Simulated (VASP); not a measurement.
## Rh: relaxation of cell and atoms with LDA

Crystal: Rh.

```xyz
1
Lattice="-1.5050 1.5050 1.5050 1.5050 -1.5050 1.5050 1.5050 1.5050 -1.5050" Properties=species:S:1:pos:R:3 pbc="T T T"
Rh    0.0000    0.0000    0.0000
```

This isn't the form of Rh at room conditions, which is fcc.

- Program: VASP 6.6.1
- Task: relaxation of cell and atoms
- Functional: LDA
- Potentials or basis: VASP PAW LDA potentials, release 64 (Rh_pv)
- Cutoff: 500 eV
- k mesh: 12 × 12 × 12
- Occupations: gaussian, width 0.1 eV
- Spin: no spin polarisation
- Target pressure: 10 GPa
- Dipole correction: no
- Further INCAR settings: ALGO = Normal; EDIFF = 1e-07; IBRION = 2; EDIFFG = -0.03; NSW = 60; ISIF = 3

The relaxed volume is 13.20 Å³/atom and the relaxed cell is a = 2.579 Å, b = 2.579 Å, c = 2.579 Å, α = 109.47°, β = 109.47°, γ = 109.47°. The space group after relaxing (to 0.1 Å) is Im-3m (No. 229), the energy change on relaxing (the run minimises the enthalpy) is +12.9 meV/atom and the ionic steps are 4. The pressure after relaxing is 10.0 GPa and the band gap on the k mesh is zero (an odd number of electrons rules out a gap without spin polarisation).

Step by step:
```csv
step,energy change (eV),largest force (eV/Å),pressure (GPa),volume (Å³)
1,0.0000,0.0000,-0.05,13.64
2,0.2219,0.0000,49.84,12.02
3,0.0120,0.0000,9.55,13.22
4,0.0129,0.0000,9.96,13.20
```

Final structure:
```
Rh
1.0
    -1.48896    1.48896    1.48896
     1.48896   -1.48896    1.48896
     1.48896    1.48896   -1.48896
Rh
1
Direct
  0.00000 0.00000 0.00000
```

Levels at points of the mesh, in eV from the Fermi level:
```csv
k point,band 6,band 7,band 8,band 9,band 10,band 11
"(0.00, 0.00, 0.00)",-3.22,-3.22,-0.51,-0.51,18.46,18.46
"(0.50, 0.00, 0.00)",-0.57,-0.11,1.25,1.77,9.96,14.63
"(0.50, 0.50, 0.50)",1.20,1.20,1.20,9.66,9.66,9.66
```

Run time: 11 s on 1 thread of Intel(R) Xeon(R) 6975P-C (Granite Rapids), with other jobs on the host, peak memory 0.13 GiB.

Caveat: the cell is relaxed towards a set pressure, so the run minimises the enthalpy, not the energy.
